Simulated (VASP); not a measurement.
**Ni: single point with BLYP**

Crystal: Ni.

```
Ni
1.0
    -3.00444    3.00502    1.23927
     3.00502   -3.00444    1.23927
     1.55371    1.55371   -1.23820
Ni
2
Direct
  0.00003 0.99997 0.00000
  0.74997 0.25003 0.50000
```

```json
{"Program": "VASP 6.6.1", "Task": "single point", "Functional": "BLYP", "Potentials or basis": "VASP PAW PBE potentials, release 64 (Ni)", "Cutoff": "520 eV", "k mesh": "24 × 24 × 23", "Occupations": "fermi-dirac, width 0.1 eV", "Spin": "no spin polarisation", "Dipole correction": "no", "Further INCAR settings": "ALGO = Normal; EDIFF = 1e-06; NBANDS = 17"}
```

The pressure is 0.2 GPa. The band gap on the k mesh is zero (bands 10 and 11 overlap by 0.71 eV).

Stress tensor (GPa, compression positive):
```
 0.17  0.08 -0.03
 0.08  0.17 -0.03
-0.03 -0.03  0.28
```

Levels at points of the mesh, in eV from the Fermi level:
```csv
k point,band 6,band 7,band 8,band 9,band 10,band 11,band 12,band 13,band 14,band 15
"(0.00, 0.00, 0.00)",-1.46,-1.38,-1.20,-0.54,-0.51,-0.12,-0.04,5.18,22.10,23.94
"(0.50, 0.00, 0.00)",-1.09,-0.77,-0.35,0.03,0.12,1.48,4.03,5.46,9.37,13.34
"(0.50, 0.50, 0.00)",-1.68,-1.24,-1.24,-1.03,-1.02,-0.11,-0.11,13.25,13.26,22.99
```

Run time: 58 min on 1 thread of Oxide Virtual Turin-like Processor, with other jobs on the host, peak memory 1.1 GiB.

Caveat: the PAW data sets were made with another functional, which shifts forces and pressure a little; the run has no spin polarisation, though such a crystal can be magnetic. Spin polarisation is off, so any magnetic state and its effect on volume and gap are missing.
